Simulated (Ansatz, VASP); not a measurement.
**Si in VASP and in Ansatz**

The input INCAR:

```
PREC = Accurate
ENCUT = 500
EDIFF = 1E-6
ISMEAR = -1
SIGMA = 1.0
LREAL = False
LASPH = True
NELM = 120
ALGO = Normal
ISIF = 2
LWAVE = False
LCHARG = False
NBANDS = 11
GGA_COMPAT = False
```

File KPOINTS:

```
Automatic mesh
0
Gamma
  10 10 10
```

File POSCAR:

```
Si
1.0
    0.0000000000      2.7016643793      2.7016643793
    2.7016643793      0.0000000000      2.7016643793
    2.7016643793      2.7016643793      0.0000000000
Si
2
Direct
    0.5000000000      0.5000000000      0.5000000000
    0.7500000000      0.7500000000      0.7500000000
```

Input for Ansatz:

```yaml
crystal:
  lattice:
    - [0.0, 2.7016643793, 2.7016643793]
    - [2.7016643793, 0.0, 2.7016643793]
    - [2.7016643793, 2.7016643793, 0.0]
  atoms:
    - { symbol: Si, position: [0.5, 0.5, 0.5] }
    - { symbol: Si, position: [0.75, 0.75, 0.75] }
hamiltonian:
  xc: lda
  pseudopotentials:
    kind: paw
    azcp:
      Si: "pseudopotentials/Si.paw.azcp"
basis:
  ecutwfc: 420
  fft_grid_basis: typed
kpoints:
  mp_grid: { grid: [10, 10, 10], shift: [0, 0, 0] }
magnetization:
  spin_polarized: false
scf:
  occupations: { method: fermi_dirac, width: 1.0 }
  lower_state_search: "off"
output:
  stress: true
```

Alike in both runs: task single point; functional LDA; k mesh 10 × 10 × 10; occupations fermi-dirac, width 1 eV; no spin polarisation.

|  | VASP | Ansatz |
| --- | --- | --- |
| version | VASP 6.6.1 | Ansatz 0.2.0 |
| potentials or method | VASP PAW LDA potentials, release 64 (Si), cutoff 500 eV | plane waves (420 eV) with PAW, scalar-relativistic |
| valence electrons in the cell | 8 | 8 |

```csv
,VASP,Ansatz,Ansatz less VASP
pressure (GPa),2.5,2.5,-0.01
```

Ansatz warns that its potentials were made for another functional, while VASP's fit it. LDA's correlation is that of Perdew and Zunger in VASP and of Perdew and Wang (1992) in Ansatz.
